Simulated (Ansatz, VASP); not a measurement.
# Two plane-wave programs on ZnO2

```
Zn O
1.0
     4.95733    0.00000    0.00000
     0.00000    4.95733    0.00000
     0.00000    0.00000    4.95733
Zn O
4 8
Direct
  0.00000 0.50000 0.50000
  0.50000 0.50000 0.00000
  0.50000 0.00000 0.50000
  0.00000 0.00000 0.00000
  0.41258 0.08742 0.91258
  0.08742 0.91258 0.41258
  0.91258 0.41258 0.08742
  0.58742 0.58742 0.58742
  0.41258 0.41258 0.41258
  0.08742 0.58742 0.91258
  0.91258 0.08742 0.58742
  0.58742 0.91258 0.08742
```

Alike in both runs: task relaxation of cell and atoms; functional PBEsol; k mesh 4 × 4 × 4; occupations gaussian, width 0.1 eV; no spin polarisation.

|  | VASP | Ansatz |
| --- | --- | --- |
| version | VASP 6.6.1 | Ansatz 0.2.0 |
| potentials or method | VASP PAW PBE potentials, release 64 (Zn, O), cutoff 600 eV | scalar-relativistic, plane waves, PAW |
| valence electrons in the cell | 96 | 96 |

VASP gave:

| Quantity | Value |
| --- | --- |
| gap on the k mesh at the Fermi level, each at its own relaxed structure (eV) | 2.22 |
| relaxed volume (Å³/atom) | 9.65 |
| relaxed length of the cell vector where the two differ most in proportion (Å) | 4.874 |

Question: What did Ansatz give for the same quantities?

Answer: gap on the k mesh at the Fermi level, each at its own relaxed structure (eV): 2.27; relaxed volume (Å³/atom): 9.63; relaxed length of the cell vector where the two differ most in proportion (Å): 4.870.

VASP's potentials were made for PBE, not for PBEsol.
